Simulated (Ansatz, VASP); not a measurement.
## Zn5BiO: VASP beside Ansatz

```xyz
7
Lattice="0.0000 4.0616 4.0616 4.0616 0.0000 4.0616 4.0616 4.0616 0.0000" Properties=species:S:1:pos:R:3 pbc="T T T"
Zn    5.1949    2.9283    5.1949
Zn    5.1949    5.1949    2.9283
Zn    2.9283    5.1949    5.1949
Zn    2.9283    2.9283    2.9283
Zn    6.0924    6.0924    6.0924
Bi    0.0000    0.0000    0.0000
O     4.0616    4.0616    4.0616
```

Alike in both runs: task relaxation of cell and atoms; functional PBE; k mesh 8 × 8 × 8; occupations gaussian, width 0.1 eV; no spin polarisation.

|  | VASP | Ansatz |
| --- | --- | --- |
| version | VASP 6.6.1 | Ansatz 0.2.0 |
| potentials or method | VASP PAW PBE potentials, release 64 (Zn, Bi_d, O), cutoff 600 eV | scalar-relativistic, plane waves, PAW |
| valence electrons in the cell | 81 | 81 |

|  | VASP | Ansatz | Ansatz less VASP |
| --- | --- | --- | --- |
| gap on the k mesh at the Fermi level, each at its own relaxed structure (eV) | none | none | - |
| relaxed volume (Å³/atom) | 19.22 | 19.15 | -0.068 |
| relaxed cell length with the largest relative difference (Å) | 5.751 | 5.745 | -0.0067 |

A gap of «none» marks a metal or a gap that the smearing closes.

Spin-orbit coupling is off throughout.
